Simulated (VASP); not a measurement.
# Ga2O3 (R-3c) in VASP: a series of runs

Ga2O3 is run at these levels: PBE; tasks: single point.

Everything below comes from runs of VASP 6.6.1. Logs are shortened: lines on timing, memory, paths and dates and some standing lists are left out, and cuts for length are marked.

## Step 1: The cell of the first run

Symmetry: R-3c, No. 167, trigonal system. The conventional cell has a = 5.310 Å, b = 5.310 Å, c = 13.623 Å, α = 90.00°, β = 90.00°, γ = 120.00°. Within 2.7 Å of Ga (site symmetry 3) lie 6 O at 2.03 to 2.16 Å. Within 2.7 Å of O (site symmetry 2) lie 4 Ga at 2.03 to 2.16 Å.

## Step 2: Single point, PBE (strain +0.050 along x and y, +0.000 along z)

Contents of INCAR:

```
PREC = Accurate
ENCUT = 520
EDIFF = 1E-6
ISMEAR = 0
SIGMA = 0.05
LREAL = F
LASPH = T
NELM = 100
ALGO = Normal
ISIF = 2
LWAVE = F
LCHARG = T
GGA = PE
LELF = T
LVHAR = T
NBANDS = 55
```

Contents of KPOINTS:

```
Automatic mesh
0
Gamma
  6 6 6
```

Contents of POSCAR:

```
Ga2O3
1.0
    2.6551607838      1.5329577933      4.5410352138
   -2.6551607838      1.5329577933      4.5410352138
    0.0000000000     -3.0659155866      4.5410352138
Ga O
4 6
Direct
    0.3558687539      0.3558687539      0.3558687539
    0.1441312461      0.1441312461      0.1441312461
    0.6441312461      0.6441312461      0.6441312461
    0.8558687539      0.8558687539      0.8558687539
    0.5531733332      0.9468266668      0.2500000000
    0.2500000000      0.5531733332      0.9468266668
    0.9468266668      0.2500000000      0.5531733332
    0.4468266668      0.0531733332      0.7500000000
    0.7500000000      0.4468266668      0.0531733332
    0.0531733332      0.7500000000      0.4468266668
```

Potentials or basis: VASP PAW PBE potentials, release 64 (Ga_d, O).

Started as:

```sh
> cat potpaw_PBE.64/Ga_d/POTCAR potpaw_PBE.64/O/POTCAR > POTCAR
> mpirun -np 1 vasp_std > vasp.out
```

OUTCAR:

```text
PREC = Accurate
   ENCUT = 520
   EDIFF = 1E-6
   ISMEAR = 0
   LREAL = F
   LASPH = T
   NELM = 100
   ISIF = 2
   GGA = PE

 ion  position               nearest neighbor table
   1  0.356  0.356  0.356-  10 2.03   8 2.03   9 2.03   5 2.16   7 2.16   6 2.16   2 2.88
   2  0.144  0.144  0.144-   9 2.03   8 2.03  10 2.03   5 2.16   7 2.16   6 2.16   1 2.88
   3  0.644  0.644  0.644-   7 2.03   5 2.03   6 2.03   8 2.16   9 2.16  10 2.16   4 2.88
   4  0.856  0.856  0.856-   6 2.03   5 2.03   7 2.03   8 2.16   9 2.16  10 2.16   3 2.88
   5  0.553  0.947  0.250-   3 2.03   4 2.03   1 2.16   2 2.16
   6  0.250  0.553  0.947-   4 2.03   3 2.03   1 2.16   2 2.16
   7  0.947  0.250  0.553-   3 2.03   4 2.03   1 2.16   2 2.16
   8  0.447  0.053  0.750-   1 2.03   2 2.03   3 2.16   4 2.16
   9  0.750  0.447  0.053-   2 2.03   1 2.03   3 2.16   4 2.16
  10  0.053  0.750  0.447-   1 2.03   2 2.03   3 2.16   4 2.16

  LATTYP: Found a trigonal (rhomboedric) cell.
 ALAT       =     5.4791275945
 COS(alpha) =     0.5303343293

  Lattice vectors:

 A1 = (   2.6551607838,   1.5329577933,   4.5410352138)
 A2 = (  -2.6551607838,   1.5329577933,   4.5410352138)
 A3 = (   0.0000000000,  -3.0659155866,   4.5410352138)

Analysis of symmetry for initial positions (statically):
=====================================================================
 Subroutine PRICEL returns:
 Original cell was already a primitive cell.

 Routine SETGRP: Setting up the symmetry group for a
 trigonal (rhombohedral) supercell.

 Subroutine GETGRP returns: Found 12 space group operations
 (whereof  6 operations were pure point group operations)
 out of a pool of 12 trial point group operations.

The static configuration has the point symmetry S_6 .
 The point group associated with its full space group is D_3d.

Analysis of symmetry for dynamics (positions and initial velocities):
=====================================================================
 Subroutine PRICEL returns:
 Original cell was already a primitive cell.

 Routine SETGRP: Setting up the symmetry group for a
 trigonal (rhombohedral) supercell.

 Subroutine GETGRP returns: Found 12 space group operations
 (whereof  6 operations were pure point group operations)
 out of a pool of 12 trial point group operations.

The dynamic configuration has the point symmetry S_6 .
 The point group associated with its full space group is D_3d.

 Subroutine INISYM returns: Found 12 space group operations
 (whereof  6 operations are pure point group operations),
 and found     1 'primitive' translations

----------------------------------------------------------------------------------------

                                     Primitive cell

  volume of cell :     110.8989

  direct lattice vectors                    reciprocal lattice vectors
     2.655160784  1.532957793  4.541035214     0.188312513  0.108722280  0.073404701
    -2.655160784  1.532957793  4.541035214    -0.188312513  0.108722280  0.073404701
     0.000000000 -3.065915587  4.541035214     0.000000000 -0.217444560  0.073404701

  length of vectors
     5.479127595  5.479127595  5.479127595     0.229500298  0.229500298  0.229500298

  position of ions in fractional coordinates (direct lattice)
     0.355868754  0.355868754  0.355868754
     0.144131246  0.144131246  0.144131246
     0.644131246  0.644131246  0.644131246
     0.855868754  0.855868754  0.855868754
     0.553173333  0.946826667  0.250000000
     0.250000000  0.553173333  0.946826667
     0.946826667  0.250000000  0.553173333
     0.446826667  0.053173333  0.750000000
     0.750000000  0.446826667  0.053173333
     0.053173333  0.750000000  0.446826667

  ion indices of the primitive-cell ions
   primitive index   ion index
                 1           1
                 2           2
                 3           3
                 4           4
                 5           5
                 6           6
                 7           7
                 8           8
                 9           9
                10          10

----------------------------------------------------------------------------------------

 KPOINTS: Automatic mesh

Automatic generation of k-mesh.
 Grid dimensions read from file:
 generate k-points for:    6    6    6

 Generating k-lattice:

  Cartesian coordinates                     Fractional coordinates (reciprocal lattice)
     0.031385419  0.018120380  0.012234117     0.166666667  0.000000000  0.000000000
    -0.031385419  0.018120380  0.012234117     0.000000000  0.166666667  0.000000000
     0.000000000 -0.036240760  0.012234117     0.000000000  0.000000000  0.166666667

  Length of vectors
     0.038250050  0.038250050  0.038250050

  Shift w.r.t. Gamma in fractional coordinates (k-lattice)
     0.000000000  0.000000000  0.000000000

 Subroutine IBZKPT returns following result:
 ===========================================

 Found     32 irreducible k-points:

 Following reciprocal coordinates:
            Coordinates               Weight
  0.000000  0.000000  0.000000      1.000000
  0.166667 -0.000000 -0.000000      6.000000
  0.333333 -0.000000  0.000000      6.000000
  0.500000  0.000000  0.000000      3.000000
  0.166667  0.166667 -0.000000      6.000000
  0.333333  0.166667  0.000000     12.000000
[... 16 lines left out ...]
  0.500000  0.500000  0.166667      6.000000
 -0.333333  0.500000  0.166667     12.000000
 [... further k-points ...]
   k-points           NKPTS =     32   k-points in BZ     NKDIM =     32   number of bands    NBANDS=     55
   number of dos      NEDOS =    301   number of ions     NIONS =     10
   total plane-waves  NPLWV =  74088
   dimension x,y,z NGX =    42 NGY =   42 NGZ =   42
   dimension x,y,z NGXF=    84 NGYF=   84 NGZF=   84
   ions per type =               4   6
   NGX,Y,Z   is equivalent  to a cutoff of  12.74, 12.74, 12.74 a.u.
   NGXF,Y,Z  is equivalent  to a cutoff of  25.49, 25.49, 25.49 a.u.
 SYSTEM =  unknown system
   PREC   = accura    normal or accurate (medium, high low for compatibility)
   ISTART =      0    job   : 0-new  1-cont  2-samecut
   ICHARG =      2    charge: 1-file 2-atom 10-const
   ISPIN  =      1    spin polarized calculation?
   LNONCOLLINEAR =      F non collinear calculations
   LSORBIT =      F    spin-orbit coupling
   LASPH  =      T    aspherical Exc in radial PAW
   ENCUT  =  520.0 eV  38.22 Ry    6.18 a.u.  10.19 10.19 10.19*2*pi/ulx,y,z
   NELM   =    100;   NELMIN=  2; NELMDL= -5     # of ELM steps
   EDIFF  = 0.1E-05   stopping-criterion for ELM
   LREAL  =      F    real-space projection
   EDIFFG = 0.1E-04   stopping-criterion for IOM
   NSW    =      0    number of steps for IOM
   IBRION =     -1    ionic relax: 0-MD 1-quasi-New 2-CG
   NFREE  =      0    steps in history (QN), initial steepest desc. (CG)
   ISIF   =      2    stress and relaxation
   ISYM   =      2    0-nonsym 1-usesym 2-fastsym
   POTIM  = 0.5000    time-step for ionic-motion
   TEBEG  =    0.0;   TEEND  =   0.0 temperature during run
   PSTRESS=    0.0 pullay stress
   NELECT =      88.0000    total number of electrons
   NUPDOWN=      -1.0000    fix difference up-down
   EMIN   =  10.00;   EMAX   =-10.00  energy-range for DOS
   EFERMI =   0.00;   METHOD = LEGACY
   ISMEAR =     0;   SIGMA  =   0.05  broadening in eV -4-tet -1-fermi 0-gaus
   EFERMI_NEDOS =   21; number of points for ismear=-14 and -15
   IALGO  =     38    algorithm
   IMIX   =      4    mixing-type and parameters
     AMIX     =   0.40;   BMIX     =  1.00
     AMIX_MAG =   1.60;   BMIX_MAG =  1.00
  volume/ion in A,a.u.               =      11.09        74.84
  Fermi-wavevector in a.u.,A,eV,Ry     =   1.515631  2.864126 31.254431  2.297136
  Thomas-Fermi vector in A             =   2.625128
   LORBIT       =      0    0 simple, 1 ext, 2 COOP (PROOUT), +10 PAW based schemes
   GGA     = PE    functional components
   LHFCALC =     F    Hartree Fock is set to
   AEXX    =    0.0000 exact exchange contribution
   IVDW    =     0    specifies the selected vdW correction
   LEPSILON=     F    determine dielectric tensor
   LRPA    =     F    only Hartree local field effects (RPA)
 non-spin polarized calculation
 Gauss-broadening in eV      SIGMA  =   0.05
  energy-cutoff  :      520.00
  volume of cell :      110.90
 maximum number of plane-waves:      3004
 NGX is ok and might be reduce to    42
   NGX = 21   NGY = 21   NGZ = 21

 number of electron      87.9999994 magnetization

 Free energy of the ion-electron system (eV)
  ---------------------------------------------------
  ext. energy  EPLUGINS =         0.00000000
  ---------------------------------------------------
  free energy    TOTEN  =       -58.74787704 eV

  energy without entropy =      -58.74787704  energy(sigma->0) =      -58.74787704

 E-fermi :   3.5127     XC(G=0): -11.4369

 val. band max:        3.2041442551   @ k =  -0.1667   0.1667   0.0000
 cond. band min:       4.5344702423   @ k =   0.0000   0.0000   0.0000
 fundamental gap:      1.3303259873
 Fermi energy:         3.5127498443

 k-point     1 :       0.0000    0.0000    0.0000
  band No.  band energies     occupation
      1     -14.8239      2.00000
      2     -13.2969      2.00000
      3     -13.2969      2.00000
      4     -13.2849      2.00000
      5     -13.2849      2.00000
      6     -13.1427      2.00000
[... 47 lines left out ...]
     54      13.3941      0.00000
     55      14.3439      0.00000

 k-point     2 :       0.1667   -0.0000   -0.0000
  band No.  band energies     occupation
      1     -14.7257      2.00000
      2     -13.3958      2.00000
      3     -13.3094      2.00000
      4     -13.3057      2.00000
      5     -13.2759      2.00000
      6     -13.1513      2.00000
[... 47 lines left out ...]
     54      13.8193      0.00000
     55      14.1941      0.00000

 k-point     3 :       0.3333   -0.0000    0.0000
  band No.  band energies     occupation
      1     -14.4525      2.00000
      2     -13.6804      2.00000
      3     -13.3325      2.00000
      4     -13.3321      2.00000
      5     -13.2535      2.00000
      6     -13.1817      2.00000
[... 1152 lines left out ...]
 k-point    23 :       0.5000    0.5000    0.1667
  band No.  band energies     occupation
      1     -14.1495      2.00000
      2     -13.6788      2.00000
      3     -13.5041      2.00000
      4     -13.3631      2.00000
      5     -13.3447      2.00000
      6     -13.2465      2.00000
[... 47 lines left out ...]
     54      14.2710      0.00000
     55      14.2952      0.00000

 k-point    24 :      -0.3333    0.5000    0.1667
  band No.  band energies     occupation
      1     -14.0157      2.00000
      2     -13.7672      2.00000
      3     -13.5434      2.00000
      4     -13.4524      2.00000
      5     -13.2760      2.00000
      6     -13.2341      2.00000
[... 47 lines left out ...]
     54      14.1229      0.00000
     55      14.3232      0.00000

 [... further k-points ...]

------------------------ aborting loop because EDIFF is reached ----------------------------------------

  FORCE on cell =-STRESS in cart. coord.  units (eV):
  Direction    XX          YY          ZZ          XY          YZ          ZX
  --------------------------------------------------------------------------------------
  -------------------------------------------------------------------------------------
  Total      -13.4604344    -13.4604344     -4.8767210      0.0000000      0.0000000      0.0000000
  in kB     -194.4654779   -194.4654779    -70.4549244      0.0000000      0.0000000      0.0000000
  external PRESSURE =    -153.1286267 kB  Pullay stress =       0.0000000 kB

 VOLUME and BASIS-vectors are now :
 -----------------------------------------------------------------------------
  energy-cutoff  :      520.00
  volume of cell :      110.90
      direct lattice vectors                 reciprocal lattice vectors
     2.655160784  1.532957793  4.541035214     0.188312513  0.108722280  0.073404701
    -2.655160784  1.532957793  4.541035214    -0.188312513  0.108722280  0.073404701
     0.000000000 -3.065915587  4.541035214     0.000000000 -0.217444560  0.073404701

 POSITION                                       TOTAL-FORCE (eV/Angst)
 -----------------------------------------------------------------------------------
      0.00000      0.00000      4.84804         0.000000      0.000000      0.150303
      0.00000      0.00000      1.96352         0.000000      0.000000     -0.150303
      0.00000      0.00000      8.77507         0.000000      0.000000     -0.150303
      0.00000      0.00000     11.65959         0.000000      0.000000      0.150303
     -1.04521      1.53296      7.94681        -0.048814      0.000000      0.000000
     -0.80497     -1.67166      7.94681         0.024407     -0.042274      0.000000
      1.85019      0.13870      7.94681         0.024407      0.042274      0.000000
      1.04521     -1.53296      5.67629         0.048814      0.000000      0.000000
      0.80497      1.67166      5.67629        -0.024407      0.042274      0.000000
     -1.85019     -0.13870      5.67629        -0.024407     -0.042274      0.000000
 -----------------------------------------------------------------------------------
    total drift:                               -0.000000      0.000000     -0.000000

  FREE ENERGIE OF THE ION-ELECTRON SYSTEM (eV)
  ---------------------------------------------------
  free  energy   TOTEN  =       -58.7478770441 eV

  energy  without entropy=      -58.7478770441  energy(sigma->0) =      -58.74787704
```

It took 5.6 min on 1 thread of Intel Xeon 8259CL, shared host; peak memory 0.33 GiB.

Results:

| Property | Result |
| --- | --- |
| Free energy | -58.7479 eV |
| Pressure | -15.3 GPa |
| Largest force | 0.150 eV/Å |
| Band gap on the k mesh | 1.33 eV, indirect (least direct gap 1.47 eV) |

Forces on the atoms (eV/Å):
```
Ga   0.000  0.000  0.150
Ga   0.000  0.000 -0.150
Ga   0.000  0.000 -0.150
Ga   0.000  0.000  0.150
O   -0.049  0.000  0.000
O    0.024 -0.042  0.000
O    0.024  0.042  0.000
O    0.049  0.000  0.000
O   -0.024  0.042  0.000
O   -0.024 -0.042  0.000
```

Caveat: the cell differs from its parent crystal (strain +0.050 along x and y, +0.000 along z). A k mesh can miss the band edges.

## Step 3: Single point, PBE (strain +0.025 along x and y, +0.050 along z)

Contents of INCAR:

```
ALGO = Normal
EDIFF = 1E-6
ENCUT = 520
GGA = PE
ISIF = 2
ISMEAR = 0
LASPH = True
LCHARG = False
LREAL = False
LWAVE = False
NBANDS = 55
NELM = 80
PREC = Accurate
SIGMA = 0.05
```

Contents of KPOINTS:

```
k-points
0
Gamma
  6 6 6
```

POSCAR: that of step 2 with these lines changed.

```diff
@@ -2,5 +2,5 @@
 1.0
-    2.6551607838      1.5329577933      4.5410352138
-   -2.6551607838      1.5329577933      4.5410352138
-    0.0000000000     -3.0659155866      4.5410352138
+    2.5919426699      1.4964587982      4.7680869745
+   -2.5919426699      1.4964587982      4.7680869745
+    0.0000000000     -2.9929175964      4.7680869745
 Ga O
```

Potentials or basis: VASP PAW PBE potentials, release 64 (Ga_d, O).

Started as:

```sh
> cat potpaw_PBE.64/Ga_d/POTCAR potpaw_PBE.64/O/POTCAR > POTCAR
> mpirun -np 1 vasp_std > vasp.out
```

Run time: 5.1 min. Hardware: 1 thread of Intel Xeon 8259CL, shared host; peak memory 0.33 GiB.

The run converged. Its results:

| Property | Result |
| --- | --- |
| Free energy | -58.8938 eV |
| Pressure | -14.6 GPa |
| Largest force | 0.055 eV/Å |
| Band gap on the k mesh | 1.44 eV, indirect (least direct gap 1.60 eV) |

Forces on the atoms (eV/Å):
```
Ga   0.000  0.000 -0.055
Ga   0.000  0.000  0.055
Ga   0.000  0.000  0.055
Ga   0.000  0.000 -0.055
O    0.007  0.000  0.000
O   -0.003  0.006  0.000
O   -0.003 -0.006  0.000
O   -0.007  0.000  0.000
O    0.003 -0.006  0.000
O    0.003  0.006  0.000
```

Stress tensor (GPa, compression positive):
```
-13.42   0.00   0.00
  0.00 -13.42   0.00
  0.00   0.00 -16.97
```

Levels at points of the mesh, in eV from the valence-band top:
```tsv
k point	band 42	band 43	band 44	band 45	band 46	band 47
(0.00, 0.00, 0.00)	-0.25	-0.16	-0.16	1.44	5.38	5.96
(0.50, 0.00, 0.00)	-0.82	-0.16	-0.16	5.03	5.03	5.53
(0.50, 0.50, 0.00)	-0.72	-0.30	-0.16	5.11	5.39	6.24
(0.50, 0.50, 0.50)	-0.22	-0.22	-0.22	4.57	4.57	6.49
```

Caveat: the cell differs from its parent crystal (strain +0.025 along x and y, +0.050 along z).

(Part 1 of 2 ends here.)
